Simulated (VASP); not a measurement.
**B2As: single point with PBE**

Crystal: B2As.

```
B As
1.0
     3.51384   -1.51550    0.09152
     3.51384    1.51550    0.09152
    -0.01806    0.00000    3.40806
B As
2 1
Direct
  0.20511 0.20511 0.51951
  0.79489 0.79489 0.48049
  0.00000 0.00000 0.00000
```

The cell was built from a structure type or drawn by symmetry, and may not be a known phase.

| Property | Result |
| --- | --- |
| Program | VASP 6.6.1 |
| Task | single point |
| Functional | PBE |
| Potentials or basis | VASP PAW PBE potentials, release 64 (B, As) |
| Cutoff | 520 eV |
| k mesh | 6 × 6 × 6 |
| Occupations | gaussian, width 0.1 eV |
| Spin | no spin polarisation |
| Dipole correction | no |
| Further INCAR settings | ALGO = Normal; EDIFF = 1e-06; NBANDS = 12 |

| Quantity | Value |
| --- | --- |
| Pressure | 0.2 GPa |
| Largest force | 0.005 eV/Å |
| Band gap on the k mesh | zero (an odd number of electrons rules out a gap without spin polarisation) |

Forces in eV/Å, atoms in the order of the input:
```
B    0.005  0.000  0.000
B   -0.005  0.000  0.000
As   0.000  0.000  0.000
```

Stress tensor (GPa, compression positive):
```
 0.42  0.00 -0.10
 0.00  0.04  0.00
-0.10  0.00  0.03
```

Levels at points of the mesh, in eV from the Fermi level:
| k point | band 3 | band 4 | band 5 | band 6 | band 7 | band 8 |
| --- | --- | --- | --- | --- | --- | --- |
| (0.00, 0.00, 0.00) | -4.53 | -3.65 | -1.97 | 2.06 | 2.66 | 4.78 |
| (0.50, 0.00, 0.00) | -5.49 | -3.88 | -1.51 | 0.31 | 1.78 | 2.71 |
| (0.50, 0.50, 0.00) | -2.78 | -1.28 | -1.11 | 0.54 | 0.93 | 4.57 |
| (0.00, 0.00, 0.50) | -1.69 | -1.65 | -1.35 | -1.32 | 0.64 | 3.90 |
| (0.50, 0.00, 0.50) | -6.85 | -4.80 | -3.65 | -2.06 | 0.55 | 2.00 |
| (0.50, 0.50, 0.50) | -8.01 | -6.96 | -2.02 | 3.12 | 6.09 | 6.47 |

It took 43 s on 1 thread of Intel Xeon 8259CL, with other jobs on the host, peak memory 0.17 GiB.

Caveat: the k points lie up to 0.38 Å⁻¹ apart, too coarse for converged energies and pressures of a metal.
